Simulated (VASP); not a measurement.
# GaAs (F-43m) in VASP: a series of runs

Runs on GaAs. Level: LDA. Tasks: electric field gradients.

Program: VASP 6.6.1. These are calculated values, not measurements. Logs are shortened: lines on timing, memory, paths and dates and some standing lists are left out, and cuts for length are marked.

## Step 1: The cell of the first run

It takes space group F-43m (No. 216, cubic). The conventional cell has a = 5.616 Å, b = 5.616 Å, c = 5.616 Å, α = 90.00°, β = 90.00°, γ = 90.00°. Ga (site symmetry -43m) has 4 As at 2.43 Å within 3.2 Å. As (site symmetry -43m) has 4 Ga at 2.43 Å within 3.2 Å.

## Step 2: Electric field gradients, LDA (volume scaled by 0.98)

File INCAR:

```
ALGO = Normal ; EDIFF = 1E-8
ENCUT = 520 ; GGA = CA
ISIF = 2 ; ISMEAR = -1
LASPH = T ; LCHARG = F
LEFG = T ; LREAL = F
LWAVE = F ; NBANDS = 16
NELM = 100 ; PREC = Accurate
SIGMA = 0.08
```

File KPOINTS:

```
k-points
0
Gamma
  10 10 10
```

File POSCAR:

```
GaAs
1.0
    0.0000000000      2.8078772807      2.8078772807
    2.8078772807      0.0000000000      2.8078772807
    2.8078772807      2.8078772807      0.0000000000
Ga As
1 1
Direct
    0.0000000000      0.0000000000      0.0000000000
    0.7500000000      0.7500000000      0.7500000000
```

Potentials or basis: VASP PAW LDA potentials, release 64 (Ga_d, As).

Launch:

```sh
> cat potpaw_LDA.64/Ga_d/POTCAR potpaw_LDA.64/As/POTCAR > POTCAR
> mpirun -np 1 vasp_std > vasp.out
```

OUTCAR:

```text
EDIFF = 1E-8
   ENCUT = 520
   GGA = CA
   ISIF = 2
   ISMEAR = -1
   LASPH = T
   LREAL = F
   NELM = 100
   PREC = Accurate

 ion  position               nearest neighbor table
   1  0.000  0.000  0.000-   2 2.43   2 2.43   2 2.43   2 2.43
   2  0.750  0.750  0.750-   1 2.43   1 2.43   1 2.43   1 2.43

  LATTYP: Found a face centered cubic cell.
 ALAT       =     5.6157545614

  Lattice vectors:

 A1 = (   0.0000000000,   2.8078772807,   2.8078772807)
 A2 = (   2.8078772807,   0.0000000000,   2.8078772807)
 A3 = (   2.8078772807,   2.8078772807,   0.0000000000)

Analysis of symmetry for initial positions (statically):
=====================================================================
 Subroutine PRICEL returns:
 Original cell was already a primitive cell.

 Routine SETGRP: Setting up the symmetry group for a
 face centered cubic supercell.

 Subroutine GETGRP returns: Found 24 space group operations
 (whereof 24 operations were pure point group operations)
 out of a pool of 48 trial point group operations.

The static configuration has the point symmetry T_d .

Analysis of symmetry for dynamics (positions and initial velocities):
=====================================================================
 Subroutine PRICEL returns:
 Original cell was already a primitive cell.

 Routine SETGRP: Setting up the symmetry group for a
 face centered cubic supercell.

 Subroutine GETGRP returns: Found 24 space group operations
 (whereof 24 operations were pure point group operations)
 out of a pool of 48 trial point group operations.

The dynamic configuration has the point symmetry T_d .

 Subroutine INISYM returns: Found 24 space group operations
 (whereof 24 operations are pure point group operations),
 and found     1 'primitive' translations

----------------------------------------------------------------------------------------

                                     Primitive cell

  volume of cell :      44.2756

  direct lattice vectors                    reciprocal lattice vectors
     0.000000000  2.807877281  2.807877281    -0.178070460  0.178070460  0.178070460
     2.807877281  0.000000000  2.807877281     0.178070460 -0.178070460  0.178070460
     2.807877281  2.807877281  0.000000000     0.178070460  0.178070460 -0.178070460

  length of vectors
     3.970938132  3.970938132  3.970938132     0.308427085  0.308427085  0.308427085

  position of ions in fractional coordinates (direct lattice)
     0.000000000  0.000000000  0.000000000
     0.750000000  0.750000000  0.750000000

  ion indices of the primitive-cell ions
   primitive index   ion index
                 1           1
                 2           2

----------------------------------------------------------------------------------------

 KPOINTS: k-points

Automatic generation of k-mesh.
 Grid dimensions read from file:
 generate k-points for:   10   10   10

 Generating k-lattice:

  Cartesian coordinates                     Fractional coordinates (reciprocal lattice)
    -0.017807046  0.017807046  0.017807046     0.100000000  0.000000000  0.000000000
     0.017807046 -0.017807046  0.017807046     0.000000000  0.100000000  0.000000000
     0.017807046  0.017807046 -0.017807046     0.000000000  0.000000000  0.100000000

  Length of vectors
     0.030842708  0.030842708  0.030842708

  Shift w.r.t. Gamma in fractional coordinates (k-lattice)
     0.000000000  0.000000000  0.000000000

 Subroutine IBZKPT returns following result:
 ===========================================

 Found     47 irreducible k-points:

 Following reciprocal coordinates:
            Coordinates               Weight
  0.000000  0.000000  0.000000      1.000000
  0.100000  0.000000  0.000000      8.000000
  0.200000  0.000000  0.000000      8.000000
  0.300000  0.000000  0.000000      8.000000
  0.400000  0.000000  0.000000      8.000000
  0.500000  0.000000  0.000000      4.000000
[... 16 lines left out ...]
  0.300000  0.300000  0.000000      6.000000
  0.400000  0.300000  0.000000     24.000000
 [... further k-points ...]
   k-points           NKPTS =     47   k-points in BZ     NKDIM =     47   number of bands    NBANDS=     16
   number of dos      NEDOS =    301   number of ions     NIONS =      2
   total plane-waves  NPLWV =  27000
   dimension x,y,z NGX =    30 NGY =   30 NGZ =   30
   dimension x,y,z NGXF=    60 NGYF=   60 NGZF=   60
   ions per type =               1   1
   NGX,Y,Z   is equivalent  to a cutoff of  12.56, 12.56, 12.56 a.u.
   NGXF,Y,Z  is equivalent  to a cutoff of  25.12, 25.12, 25.12 a.u.
 SYSTEM =  unknown system
   PREC   = accura    normal or accurate (medium, high low for compatibility)
   ISTART =      0    job   : 0-new  1-cont  2-samecut
   ICHARG =      2    charge: 1-file 2-atom 10-const
   ISPIN  =      1    spin polarized calculation?
   LNONCOLLINEAR =      F non collinear calculations
   LSORBIT =      F    spin-orbit coupling
   LASPH  =      T    aspherical Exc in radial PAW
   ENCUT  =  520.0 eV  38.22 Ry    6.18 a.u.   7.38  7.38  7.38*2*pi/ulx,y,z
   NELM   =    100;   NELMIN=  2; NELMDL= -5     # of ELM steps
   EDIFF  = 0.1E-07   stopping-criterion for ELM
   LREAL  =      F    real-space projection
   EDIFFG = 0.1E-06   stopping-criterion for IOM
   NSW    =      0    number of steps for IOM
   IBRION =     -1    ionic relax: 0-MD 1-quasi-New 2-CG
   NFREE  =      0    steps in history (QN), initial steepest desc. (CG)
   ISIF   =      2    stress and relaxation
   ISYM   =      2    0-nonsym 1-usesym 2-fastsym
   POTIM  = 0.5000    time-step for ionic-motion
   TEBEG  =    0.0;   TEEND  =   0.0 temperature during run
   PSTRESS=    0.0 pullay stress
   NELECT =      18.0000    total number of electrons
   NUPDOWN=      -1.0000    fix difference up-down
   EMIN   =  10.00;   EMAX   =-10.00  energy-range for DOS
   EFERMI =   0.00;   METHOD = LEGACY
   ISMEAR =    -1;   SIGMA  =   0.08  broadening in eV -4-tet -1-fermi 0-gaus
   EFERMI_NEDOS =   21; number of points for ismear=-14 and -15
   IALGO  =     38    algorithm
   IMIX   =      4    mixing-type and parameters
     AMIX     =   0.40;   BMIX     =  1.00
     AMIX_MAG =   1.60;   BMIX_MAG =  1.00
  volume/ion in A,a.u.               =      22.14       149.39
  Fermi-wavevector in a.u.,A,eV,Ry     =   1.212767  2.291798 20.011517  1.470805
  Thomas-Fermi vector in A             =   2.348241
   LORBIT       =      0    0 simple, 1 ext, 2 COOP (PROOUT), +10 PAW based schemes
   GGA     = CA    functional components
   LHFCALC =     F    Hartree Fock is set to
   AEXX    =    0.0000 exact exchange contribution
   IVDW    =     0    specifies the selected vdW correction
   LEPSILON=     F    determine dielectric tensor
   LRPA    =     F    only Hartree local field effects (RPA)
 non-spin polarized calculation
  energy-cutoff  :      520.00
  volume of cell :       44.28
 maximum number of plane-waves:      1243
 NGX is ok and might be reduce to    30
   NGX = 15   NGY = 15   NGZ = 15

 number of electron      18.0000010 magnetization

 Free energy of the ion-electron system (eV)
  ---------------------------------------------------
  ext. energy  EPLUGINS =         0.00000000
  ---------------------------------------------------
  free energy    TOTEN  =        -9.64117712 eV

  energy without entropy =       -9.64099846  energy(sigma->0) =       -9.64108779

 E-fermi :   4.3153     XC(G=0): -10.0018

 val. band max:        3.9952518265   @ k =   0.0000   0.0000   0.0000
 cond. band min:       4.4800631006   @ k =   0.0000   0.0000   0.0000
 fundamental gap:      0.4848112742
 Fermi energy:         4.3152742728

 k-point     1 :       0.0000    0.0000    0.0000
  band No.  band energies     occupation
      1     -10.9701      2.00000
      2     -10.9701      2.00000
      3     -10.9701      2.00000
      4     -10.8869      2.00000
      5     -10.8869      2.00000
      6      -8.9156      2.00000
[... 8 lines left out ...]
     15      14.2170      0.00000
     16      14.2170      0.00000
[... 419 lines left out ...]
 k-point    24 :       0.4000    0.3000    0.0000
  band No.  band energies     occupation
      1     -11.0658      2.00000
      2     -10.9320      2.00000
      3     -10.9304      2.00000
      4     -10.9060      2.00000
      5     -10.8769      2.00000
      6      -7.1266      2.00000
[... 8 lines left out ...]
     15      16.3739      0.00000
     16      16.8182      0.00000

 [... further k-points ...]

------------------------ aborting loop because EDIFF is reached ----------------------------------------

  FORCE on cell =-STRESS in cart. coord.  units (eV):
  Direction    XX          YY          ZZ          XY          YZ          ZX
  --------------------------------------------------------------------------------------
  -------------------------------------------------------------------------------------
  Total       -0.0505248     -0.0505248     -0.0505248      0.0000000      0.0000000      0.0000000
  in kB       -1.8283131     -1.8283131     -1.8283131      0.0000000      0.0000000      0.0000000
  external PRESSURE =      -1.8283131 kB  Pullay stress =       0.0000000 kB

 VOLUME and BASIS-vectors are now :
 -----------------------------------------------------------------------------
  energy-cutoff  :      520.00
  volume of cell :       44.28
      direct lattice vectors                 reciprocal lattice vectors
     0.000000000  2.807877281  2.807877281    -0.178070460  0.178070460  0.178070460
     2.807877281  0.000000000  2.807877281     0.178070460 -0.178070460  0.178070460
     2.807877281  2.807877281  0.000000000     0.178070460  0.178070460 -0.178070460

 POSITION                                       TOTAL-FORCE (eV/Angst)
 -----------------------------------------------------------------------------------
      0.00000      0.00000      0.00000        -0.000000     -0.000000     -0.000000
      4.21182      4.21182      4.21182         0.000000      0.000000      0.000000
 -----------------------------------------------------------------------------------
    total drift:                                0.000001      0.000001      0.000000

  FREE ENERGIE OF THE ION-ELECTRON SYSTEM (eV)
  ---------------------------------------------------
  free  energy   TOTEN  =        -9.6411771186 eV

  energy  without entropy=       -9.6409984609  energy(sigma->0) =       -9.64108779

 Electric field gradients (V/A^2)
---------------------------------------------------------------------
 ion       V_xx      V_yy      V_zz      V_xy      V_xz      V_yz
---------------------------------------------------------------------
   1       0.000    -0.000    -0.000    -0.003    -0.003    -0.003
   2      -0.000     0.000     0.000     0.000     0.000     0.000
---------------------------------------------------------------------

 Electric field gradients after diagonalization (V/A^2)
 (convention: |V_zz| > |V_xx| > |V_yy|)
----------------------------------------------------------------------
 ion       V_xx      V_yy      V_zz     asymmetry (V_yy - V_xx)/ V_zz
----------------------------------------------------------------------
   1       0.003     0.003    -0.007       0.000
   2      -0.000    -0.000     0.000       0.000
----------------------------------------------------------------------

           NMR quadrupolar parameters

 Cq : quadrupolar parameter    Cq=e*Q*V_zz/h
 eta: asymmetry parameters     (V_yy - V_xx)/ V_zz
 Q  : nuclear electric quadrupole moment in mb (millibarn)
----------------------------------------------------------------------
 ion       Cq(MHz)       eta       Q (mb)
----------------------------------------------------------------------
   1      -0.000       0.000       1.000
   2       0.000       0.000       1.000
----------------------------------------------------------------------
```

Run time: 14 s. Hardware: 1 thread of Intel Xeon 6975P-C (Granite Rapids), shared host; peak memory 0.17 GiB.

What came out:

- Free energy: -9.6412 eV
- Pressure: -0.2 GPa
- Band gap on the k mesh: 0.48 eV, direct

Caveat: without QUAD_EFG the Cq values of the log hold for a quadrupole moment of 1 mb, not for the nuclei.

(Continued in part 2 of 2.)
